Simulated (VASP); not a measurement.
# Ag: single point with PBEsol

Crystal: Ag.

```
Ag
1.0
     0.00000    2.02722    2.02722
     2.02722    0.00000    2.02722
     2.02722    2.02722    0.00000
Ag
1
Direct
  0.00000 0.00000 0.00000
```

| Item | Value |
| --- | --- |
| Program | VASP 6.6.1 |
| Task | single point |
| Functional | PBEsol |
| Potentials or basis | VASP PAW PBE potentials, release 64 (Ag) |
| Cutoff | 520 eV |
| k mesh | 18 × 18 × 18 |
| Occupations | gaussian, width 0.1 eV |
| Spin | no spin polarisation |

```yaml
Pressure: -0.1 GPa
```

Levels at points of the mesh, in eV from the Fermi level:
| k point | band 3 | band 4 | band 5 | band 6 | band 7 | band 8 | band 9 | band 10 |
| --- | --- | --- | --- | --- | --- | --- | --- | --- |
| (0.00, 0.00, 0.00) | -4.81 | -4.81 | -3.72 | -3.72 | 16.08 | 19.79 | 19.79 | 19.79 |
| (0.50, 0.00, 0.00) | -4.83 | -2.88 | -2.88 | -0.47 | 3.76 | 15.32 | 18.10 | 18.10 |
| (0.50, 0.50, 0.00) | -2.91 | -2.67 | -2.67 | 1.57 | 6.95 | 10.77 | 10.77 | 17.49 |

It took 40 s on 1 thread of Intel Xeon 8259CL (shared host), peak memory 0.17 GiB.

Caveat: the PAW data sets were made with another functional, which shifts forces and pressure a little.
